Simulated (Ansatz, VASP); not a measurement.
## Two plane-wave programs on MnS

Contents of INCAR:

```
ALGO = Normal
EDIFF = 1E-7
ENCUT = 520
GGA = PE
ISIF = 2
ISMEAR = 0
LASPH = T
LCHARG = T
LELF = T
LREAL = F
LVHAR = T
LWAVE = F
NBANDS = 16
NELM = 60
PREC = Accurate
SIGMA = 0.05
```

Contents of KPOINTS:

```
k-points
0
Gamma
  12 12 12
```

File POSCAR:

```
MnS
1.0
    0.0000000000      2.5431237785      2.5431237785
    2.5431237785      0.0000000000      2.5431237785
    2.5431237785      2.5431237785      0.0000000000
Mn S
1 1
Direct
    0.0000000000      0.0000000000      0.0000000000
    0.5000000000      0.5000000000      0.5000000000
```

Input for Ansatz:

```yaml
crystal:
  lattice:
    - [0.0, 2.5431237785, 2.5431237785]
    - [2.5431237785, 0.0, 2.5431237785]
    - [2.5431237785, 2.5431237785, 0.0]
  atoms:
    - { symbol: Mn, position: [0.0, 0.0, 0.0] }
    - { symbol: S, position: [0.5, 0.5, 0.5] }
basis:
  ecutwfc: 420
  ecutrho_ratio: 4
kpoints:
  mp_grid: { grid: [12, 12, 12] }
hamiltonian:
  xc: pbe
scf:
  occupations: { method: gaussian, width: 0.05 }
output:
  forces: true
  stress: true
  eigenvalues: true
```

Alike in both runs: task single point; functional PBE; k mesh 12 × 12 × 12; occupations gaussian, width 0.05 eV; no spin polarisation.

```csv
,VASP,Ansatz
version,VASP 6.6.1,Ansatz 0.2.0
potentials or method,"VASP PAW PBE potentials, release 64 (Mn_pv, S), cutoff 520 eV","scalar-relativistic, plane waves, PAW"
valence electrons in the cell,19,21
```

```tsv
	VASP	Ansatz	Ansatz less VASP
gap on the k mesh at the Fermi level (eV)	none	none	-
pressure (GPa)	-21.3	-21.4	-0.14
```

A gap of «none» marks a metal or a gap that the smearing closes. VASP's potentials hold 19 valence electrons a cell and Ansatz's 21, so a difference there can come from the potentials and not from the codes.
